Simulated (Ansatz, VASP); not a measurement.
**Two plane-wave programs on Te2Mo**

```
Te Mo
1.0
     3.56336    0.00000    0.00000
    -1.78168    3.08596    0.00000
     0.00000    0.00000   14.72732
Te Mo
4 2
Direct
  0.33333 0.66667 0.62850
  0.66667 0.33333 0.12850
  0.33333 0.66667 0.87150
  0.66667 0.33333 0.37150
  0.33333 0.66667 0.25000
  0.66667 0.33333 0.75000
```

Alike in both runs: functional r2SCAN; k mesh 12 × 12 × 2; occupations fermi-dirac, width 0.02 eV; no spin polarisation.

Ansatz relaxed the structure, and its values are those at the end. VASP's run is a single point on that final structure, the one shown.

|  | VASP | Ansatz |
| --- | --- | --- |
| version | VASP 6.6.1 | Ansatz 0.2.0 |
| potentials or method | VASP PAW PBE potentials, release 64 (Te, Mo_sv), cutoff 520 eV | PAW plane waves |
| valence electrons in the cell | 52 | 92 |

Ansatz gave:

- gap on the k mesh at the Fermi level (eV): 1.06
- pressure (GPa): 0.0
- rms of the force components (eV/Å): 0.000

What did VASP give for the same quantities?

gap on the k mesh at the Fermi level (eV): 1.05; pressure (GPa): 0.1; rms of the force components (eV/Å): 0.014.

VASP's potentials were made for PBE, not for r2SCAN. The functional is the same, so the differences come from potentials, cutoffs and numerics. VASP's potentials hold 52 valence electrons a cell and Ansatz's 92, so a difference there can come from the potentials and not from the codes.

Spin-orbit coupling is off throughout.
